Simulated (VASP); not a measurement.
# Tl (P6_3/mmc) in VASP: further runs, part 2 of 2

VASP 6.6.1. Earlier steps stand in the parts before.

## 3. Single point, BLYP (volume scaled by 1.04)

File INCAR:

```
AGGAC = 1.0
AGGAX = 1.0
ALDAC = 0.0
ALDAX = 1.0
ALGO = Normal
EDIFF = 1E-6
ENCUT = 520
GGA = B5
ISIF = 2
ISMEAR = -1
LASPH = T
LCHARG = F
LREAL = F
LWAVE = F
NBANDS = 34
NELM = 100
PREC = Accurate
SIGMA = 0.1
```

File KPOINTS:

```
k-points
0
Gamma
  11 11 3
```

File POSCAR:

```
Tl
1.0
    3.7725141969      0.0000000000      0.0000000000
   -1.8862570985      3.2670931307      0.0000000000
    0.0000000000      0.0000000000     11.9375333767
Tl
4
Direct
    0.0000000000      0.0000000000      0.0000000000
    0.0000000000      0.0000000000      0.5000000000
    0.3333333333      0.6666666667      0.2500000000
    0.6666666667      0.3333333333      0.7500000000
```

Potentials or basis: VASP PAW PBE potentials, release 64 (Tl_d).

Run with:

```bash
$ cat potpaw_PBE.64/Tl_d/POTCAR > POTCAR
$ mpirun -np 1 vasp_std > vasp.out
```

OUTCAR:

```text
EDIFF = 1E-6
   ENCUT = 520
   GGA = B5
   ISIF = 2
   ISMEAR = -1
   LASPH = T
   LREAL = F
   NELM = 100
   PREC = Accurate

 ion  position               nearest neighbor table
   1  0.000  0.000  0.000-   3 3.69   4 3.69   4 3.69   3 3.69   4 3.69   3 3.69
   2  0.000  0.000  0.500-   3 3.69   4 3.69   4 3.69   3 3.69   4 3.69   3 3.69
   3  0.333  0.667  0.250-   1 3.69   2 3.69   1 3.69   2 3.69   1 3.69   2 3.69
   4  0.667  0.333  0.750-   1 3.69   2 3.69   1 3.69   2 3.69   1 3.69   2 3.69

  LATTYP: Found a hexagonal cell.
 ALAT       =     3.7725141969
 C/A-ratio  =     3.1643441890

  Lattice vectors:

 A1 = (   3.7725141969,   0.0000000000,   0.0000000000)
 A2 = (  -1.8862570985,   3.2670931307,   0.0000000000)
 A3 = (   0.0000000000,   0.0000000000,  11.9375333767)

Analysis of symmetry for initial positions (statically):
=====================================================================
 Subroutine PRICEL returns:
 Original cell was already a primitive cell.

 Routine SETGRP: Setting up the symmetry group for a
 hexagonal supercell.

 Subroutine GETGRP returns: Found 24 space group operations
 (whereof 12 operations were pure point group operations)
 out of a pool of 24 trial point group operations.

The static configuration has the point symmetry D_3d.
 The point group associated with its full space group is D_6h.

Analysis of symmetry for dynamics (positions and initial velocities):
=====================================================================
 Subroutine PRICEL returns:
 Original cell was already a primitive cell.

 Routine SETGRP: Setting up the symmetry group for a
 hexagonal supercell.

 Subroutine GETGRP returns: Found 24 space group operations
 (whereof 12 operations were pure point group operations)
 out of a pool of 24 trial point group operations.

The dynamic configuration has the point symmetry D_3d.
 The point group associated with its full space group is D_6h.

 Subroutine INISYM returns: Found 24 space group operations
 (whereof 12 operations are pure point group operations),
 and found     1 'primitive' translations

----------------------------------------------------------------------------------------

                                     Primitive cell

  volume of cell :     147.1320

  direct lattice vectors                    reciprocal lattice vectors
     3.772514197  0.000000000  0.000000000     0.265075212  0.153041245  0.000000000
    -1.886257099  3.267093131  0.000000000     0.000000000  0.306082490  0.000000000
     0.000000000  0.000000000 11.937533377     0.000000000  0.000000000  0.083769399

  length of vectors
     3.772514197  3.772514197 11.937533377     0.306082490  0.306082490  0.083769399

  position of ions in fractional coordinates (direct lattice)
     0.000000000  0.000000000  0.000000000
     0.000000000  0.000000000  0.500000000
     0.333333333  0.666666667  0.250000000
     0.666666667  0.333333333  0.750000000

  ion indices of the primitive-cell ions
   primitive index   ion index
                 1           1
                 2           2
                 3           3
                 4           4

----------------------------------------------------------------------------------------

 KPOINTS: k-points

Automatic generation of k-mesh.
 Grid dimensions read from file:
 generate k-points for:   11   11    3

 Generating k-lattice:

  Cartesian coordinates                     Fractional coordinates (reciprocal lattice)
     0.024097747  0.013912840  0.000000000     0.090909091  0.000000000  0.000000000
     0.000000000  0.027825681  0.000000000     0.000000000  0.090909091  0.000000000
     0.000000000  0.000000000  0.027923133     0.000000000  0.000000000  0.333333333

  Length of vectors
     0.027825681  0.027825681  0.027923133

  Shift w.r.t. Gamma in fractional coordinates (k-lattice)
     0.000000000  0.000000000  0.000000000

 Subroutine IBZKPT returns following result:
 ===========================================

 Found     32 irreducible k-points:

 Following reciprocal coordinates:
            Coordinates               Weight
  0.000000  0.000000  0.000000      1.000000
  0.090909  0.000000  0.000000      6.000000
  0.181818 -0.000000  0.000000      6.000000
  0.272727  0.000000  0.000000      6.000000
  0.363636  0.000000  0.000000      6.000000
  0.454545  0.000000  0.000000      6.000000
[... 16 lines left out ...]
  0.090909  0.090909  0.333333     12.000000
  0.181818  0.090909  0.333333     24.000000
 [... further k-points ...]
   k-points           NKPTS =     32   k-points in BZ     NKDIM =     32   number of bands    NBANDS=     34
   number of dos      NEDOS =    301   number of ions     NIONS =      4
   total plane-waves  NPLWV =  70560
   dimension x,y,z NGX =    28 NGY =   28 NGZ =   90
   dimension x,y,z NGXF=    56 NGYF=   56 NGZF=  180
   ions per type =               4
   NGX,Y,Z   is equivalent  to a cutoff of  12.34, 12.34, 12.53 a.u.
   NGXF,Y,Z  is equivalent  to a cutoff of  24.68, 24.68, 25.07 a.u.
 SYSTEM =  unknown system
   PREC   = accura    normal or accurate (medium, high low for compatibility)
   ISTART =      0    job   : 0-new  1-cont  2-samecut
   ICHARG =      2    charge: 1-file 2-atom 10-const
   ISPIN  =      1    spin polarized calculation?
   LNONCOLLINEAR =      F non collinear calculations
   LSORBIT =      F    spin-orbit coupling
   LASPH  =      T    aspherical Exc in radial PAW
   ENCUT  =  520.0 eV  38.22 Ry    6.18 a.u.   7.01  7.01 22.20*2*pi/ulx,y,z
   NELM   =    100;   NELMIN=  2; NELMDL= -5     # of ELM steps
   EDIFF  = 0.1E-05   stopping-criterion for ELM
   LREAL  =      F    real-space projection
   EDIFFG = 0.1E-04   stopping-criterion for IOM
   NSW    =      0    number of steps for IOM
   IBRION =     -1    ionic relax: 0-MD 1-quasi-New 2-CG
   NFREE  =      0    steps in history (QN), initial steepest desc. (CG)
   ISIF   =      2    stress and relaxation
   ISYM   =      2    0-nonsym 1-usesym 2-fastsym
   POTIM  = 0.5000    time-step for ionic-motion
   TEBEG  =    0.0;   TEEND  =   0.0 temperature during run
   PSTRESS=    0.0 pullay stress
   NELECT =      52.0000    total number of electrons
   NUPDOWN=      -1.0000    fix difference up-down
   EMIN   =  10.00;   EMAX   =-10.00  energy-range for DOS
   EFERMI =   0.00;   METHOD = LEGACY
   ISMEAR =    -1;   SIGMA  =   0.10  broadening in eV -4-tet -1-fermi 0-gaus
   EFERMI_NEDOS =   21; number of points for ismear=-14 and -15
   IALGO  =     38    algorithm
   IMIX   =      4    mixing-type and parameters
     AMIX     =   0.40;   BMIX     =  1.00
     AMIX_MAG =   1.60;   BMIX_MAG =  1.00
  volume/ion in A,a.u.               =      36.78       248.22
  Fermi-wavevector in a.u.,A,eV,Ry     =   1.157463  2.187287 18.227991  1.339720
  Thomas-Fermi vector in A             =   2.294074
   LORBIT       =      0    0 simple, 1 ext, 2 COOP (PROOUT), +10 PAW based schemes
   GGA     = B5    functional components
   LHFCALC =     F    Hartree Fock is set to
   AEXX    =    0.0000 exact exchange contribution
   IVDW    =     0    specifies the selected vdW correction
   LEPSILON=     F    determine dielectric tensor
   LRPA    =     F    only Hartree local field effects (RPA)
 non-spin polarized calculation
  energy-cutoff  :      520.00
  volume of cell :      147.13
 maximum number of plane-waves:      3985
 NGX is ok and might be reduce to    28
   NGX = 13   NGY = 13   NGZ = 45

 number of electron      52.0000010 magnetization

 Free energy of the ion-electron system (eV)
  ---------------------------------------------------
  ext. energy  EPLUGINS =         0.00000000
  ---------------------------------------------------
  free energy    TOTEN  =        -6.82654138 eV

  energy without entropy =       -6.72841096  energy(sigma->0) =       -6.77747617

 E-fermi :   4.7603     XC(G=0):  -8.4589

 val. band max:        4.7445740638   @ k =   0.2727   0.2727   0.0000
 cond. band min:       4.7817420320   @ k =   0.3636   0.1818   0.0000
 fundamental gap:      0.0371679682
 Fermi energy:         4.7603240795

 k-point     1 :       0.0000    0.0000    0.0000
  band No.  band energies     occupation
      1      -6.7621      2.00000
      2      -6.7160      2.00000
      3      -6.7160      2.00000
      4      -6.7151      2.00000
      5      -6.7103      2.00000
      6      -6.7049      2.00000
[... 26 lines left out ...]
     33      11.6137      0.00000
     34      12.4869      0.00000
[... 820 lines left out ...]
      4      -6.7193      2.00000
      5      -6.6954      2.00000
      6      -6.6750      2.00000
[... 26 lines left out ...]
     33      10.0065      0.00000
     34      10.6765      0.00000

 [... further k-points ...]
[... 5 lines left out ...]
  --------------------------------------------------------------------------------------
  -------------------------------------------------------------------------------------
  Total       -0.5241605     -0.5241605     -0.6616203      0.0000000      0.0000000      0.0000000
  in kB       -5.7077883     -5.7077883     -7.2046418      0.0000000      0.0000000      0.0000000
  external PRESSURE =      -6.2067394 kB  Pullay stress =       0.0000000 kB

 VOLUME and BASIS-vectors are now :
 -----------------------------------------------------------------------------
  energy-cutoff  :      520.00
  volume of cell :      147.13
      direct lattice vectors                 reciprocal lattice vectors
     3.772514197  0.000000000  0.000000000     0.265075212  0.153041245  0.000000000
    -1.886257099  3.267093131  0.000000000     0.000000000  0.306082490  0.000000000
     0.000000000  0.000000000 11.937533377     0.000000000  0.000000000  0.083769399

 POSITION                                       TOTAL-FORCE (eV/Angst)
 -----------------------------------------------------------------------------------
      0.00000      0.00000      0.00000        -0.000000     -0.000000      0.000000
      0.00000      0.00000      5.96877        -0.000000     -0.000000      0.000000
     -0.00000      2.17806      2.98438         0.000000      0.000000     -0.000000
      1.88626      1.08903      8.95315        -0.000000      0.000000      0.000000
 -----------------------------------------------------------------------------------
    total drift:                                0.000000     -0.000000      0.000000

  FREE ENERGIE OF THE ION-ELECTRON SYSTEM (eV)
  ---------------------------------------------------
  free  energy   TOTEN  =        -6.8265413810 eV

  energy  without entropy=       -6.7284109642  energy(sigma->0) =       -6.77747617
```

OSZICAR:

```text
N       E                     dE             d eps       ncg     rms          rms(c)
DAV:   1     0.285477845871E+03    0.28548E+03   -0.26809E+04  2192   0.138E+03
DAV:   2    -0.368962757066E-01   -0.28551E+03   -0.28061E+03  2380   0.310E+02
DAV:   3    -0.690147998287E+01   -0.68646E+01   -0.67878E+01  2478   0.405E+01
DAV:   4    -0.696882682019E+01   -0.67347E-01   -0.67267E-01  2402   0.388E+00
DAV:   5    -0.697020190501E+01   -0.13751E-02   -0.13751E-02  2394   0.561E-01    0.202E+00
DAV:   6    -0.684263753000E+01    0.12756E+00   -0.29443E-01  2256   0.304E+00    0.108E+00
DAV:   7    -0.682770067076E+01    0.14937E-01   -0.48721E-02  2320   0.123E+00    0.751E-01
DAV:   8    -0.682654825360E+01    0.11524E-02   -0.19643E-03  2288   0.204E-01    0.973E-02
DAV:   9    -0.682652505301E+01    0.23201E-04   -0.13871E-04  2428   0.717E-02    0.147E-02
DAV:  10    -0.682654153461E+01   -0.16482E-04   -0.27694E-05  2214   0.226E-02    0.231E-03
DAV:  11    -0.682654138104E+01    0.15357E-06   -0.63593E-07  1428   0.513E-03
   1 F= -.68265414E+01 E0= -.67774762E+01  d E =-.981304E-01
```

Run time: 1.9 min. Hardware: 1 thread of Oxide Virtual Turin-like, shared host; peak memory 0.26 GiB.

What came out:

```
Free energy            : -6.8265 eV
Pressure               : -0.6 GPa
Band gap on the k mesh : zero (band 26 reaches 7.39 eV, above the bottom of band 27 at 4.09 eV)
```

Levels at points of the mesh, in eV from the Fermi level:
| k point | band 23 | band 24 | band 25 | band 26 | band 27 | band 28 |
| --- | --- | --- | --- | --- | --- | --- |
| (0.00, 0.00, 0.00) | -7.57 | -5.31 | -1.89 | 2.61 | 2.62 | 6.10 |

Caveat: the PAW data sets were made with another functional, which shifts forces and pressure a little; spin-orbit coupling is left out, which moves the levels of the heavy elements.

## 4. Single point, BLYP (volume scaled by 1.08)

File INCAR:

```
AGGAC = 1.0 ; AGGAX = 1.0
ALDAC = 0.0 ; ALDAX = 1.0
ALGO = Normal ; EDIFF = 1E-6
ENCUT = 520 ; GGA = B5
ISIF = 2 ; ISMEAR = -1
LASPH = True ; LCHARG = False
LREAL = False ; LWAVE = False
NBANDS = 34 ; NELM = 80
PREC = Accurate ; SIGMA = 0.1
```

KPOINTS is that of step 3.

File POSCAR:

```
Tl
1.0
    3.8202726112      0.0000000000      0.0000000000
   -1.9101363056      3.3084531306      0.0000000000
    0.0000000000      0.0000000000     12.0886574372
Tl
4
Direct
    0.0000000000      0.0000000000      0.0000000000
    0.0000000000      0.0000000000      0.5000000000
    0.3333333333      0.6666666667      0.2500000000
    0.6666666667      0.3333333333      0.7500000000
```

Run with:

```bash
$ cat potpaw_PBE.64/Tl_d/POTCAR > POTCAR
$ mpirun -np 1 vasp_std > vasp.out
```

It took 3.6 min on 1 thread of Oxide Virtual Turin-like, shared host; peak memory 0.28 GiB.

It converged, with:

- Free energy: -6.7979 eV
- Pressure: -1.1 GPa
- Band gap on the k mesh: zero (band 26 reaches 6.97 eV, above the bottom of band 27 at 3.84 eV)

Stress tensor (GPa, compression positive):
```
-1.04  0.00  0.00
 0.00 -1.04  0.00
 0.00  0.00 -1.28
```

Levels at points of the mesh, in eV from the Fermi level:
```tsv
k point	band 21	band 22	band 23	band 24	band 25	band 26	band 27	band 28	band 29	band 30
(0.00, 0.00, 0.00)	-8.50	-7.46	-7.45	-5.35	-1.80	2.48	2.49	5.87	5.87	6.58
```

Caveat: the PAW data sets were made with another functional, which shifts forces and pressure a little; spin-orbit coupling is left out, which moves the levels of the heavy elements.

## 5. The runs side by side

| cell | gap on the mesh (eV) | pressure (GPa) |
| --- | --- | --- |
| a = 3.724, b = 3.724, c = 11.782 Å, angles 90.0, 90.0, 120.0°, 4 atoms | none | 0.0 |
| a = 3.773, b = 3.773, c = 11.938 Å, angles 90.0, 90.0, 120.0°, 4 atoms | none | -0.6 |
| a = 3.820, b = 3.820, c = 12.089 Å, angles 90.0, 90.0, 120.0°, 4 atoms | none | -1.1 |

Alike in all rows: task single point; level BLYP; potentials or basis VASP PAW PBE potentials, release 64 (Tl_d); no spin polarisation; k mesh 11 × 11 × 3; cutoff (eV) 520; smearing fermi-dirac 0.1 eV.

Caveats: the PAW data sets were made with another functional, which shifts forces and pressure a little; spin-orbit coupling is left out, which moves the levels of the heavy elements.

Total energies depend on the potentials used, so only differences within one code and one set of settings carry meaning.
